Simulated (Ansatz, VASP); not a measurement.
Te2Mo: VASP beside Ansatz

File INCAR:

```
  PREC = Accurate
  ENCUT = 520
  EDIFF = 1E-6
  ISMEAR = -1
  SIGMA = 0.05
  LREAL = False
  LASPH = True
  NELM = 60
  ALGO = Normal
  ISIF = 2
  LWAVE = False
  LCHARG = False
  NBANDS = 35
```

Contents of KPOINTS:

```
Automatic mesh
0
Gamma
  4 8 1
```

POSCAR

```
Te2Mo
1.0
    6.4863781235      0.0000000000      0.0000000000
    0.0000000000      3.5486635872      0.0000000000
   -0.0874228505      0.0000000000     36.8854017842
Te Mo
4 2
Direct
    0.4292511000      0.7500000000      0.5407035800
    0.5707489000      0.2500000000      0.4592964200
    0.9208478700      0.2500000000      0.5565273200
    0.0791521300      0.7500000000      0.4434726800
    0.1813475600      0.2500000000      0.4974653700
    0.8186524400      0.7500000000      0.5025346300
```

File input.yaml:

```yaml
crystal:
  lattice:
    - [6.4863781235, 0.0, 0.0]
    - [0.0, 3.5486635872, 0.0]
    - [-0.0874228505, 0.0, 36.8854017842]
  atoms:
    - { symbol: Te, position: [0.4292511, 0.75, 0.54070358] }
    - { symbol: Te, position: [0.5707489, 0.25, 0.45929642] }
    - { symbol: Te, position: [0.92084787, 0.25, 0.55652732] }
    - { symbol: Te, position: [0.07915213, 0.75, 0.44347268] }
    - { symbol: Mo, position: [0.18134756, 0.25, 0.49746537] }
    - { symbol: Mo, position: [0.81865244, 0.75, 0.50253463] }
hamiltonian:
  xc: lda
  pseudopotentials: { kind: paw }
kpoints:
  mp_grid: { grid: [4, 8, 1] }
scf:
  occupations: { method: fermi_dirac, width: 0.05 }
output:
  forces: true
  stress: true
  eigenvalues: true
  write_density: true
  write_potential: true
  elf: true
  volumetric_format: npy
```

Alike in both runs: task single point; functional LDA; k mesh 4 × 8 × 1; occupations fermi-dirac, width 0.05 eV; no spin polarisation.

```csv
,VASP,Ansatz
version,VASP 6.6.1,Ansatz 0.2.0
potentials or method,"VASP PAW LDA potentials, release 64 (Te, Mo_sv)",Ansatz PAW
plane-wave cutoff (eV),520,420
valence electrons in the cell,52,92
```

|  | VASP | Ansatz | Ansatz less VASP |
| --- | --- | --- | --- |
| gap on the k mesh at the Fermi level (eV) | none | none | - |
| rms of the force components (eV/Å) | 0.513 | 0.530 | +0.0176 |

LDA's correlation is that of Perdew and Zunger in VASP and of Perdew and Wang (1992) in Ansatz. Atom by atom the forces differ by 0.018 eV/Å (rms over components). A gap of «none» marks a metal or a gap that the smearing closes. VASP's potentials hold 52 valence electrons a cell and Ansatz's 92, so a difference there can come from the potentials and not from the codes.

Neither program's run includes spin-orbit coupling.
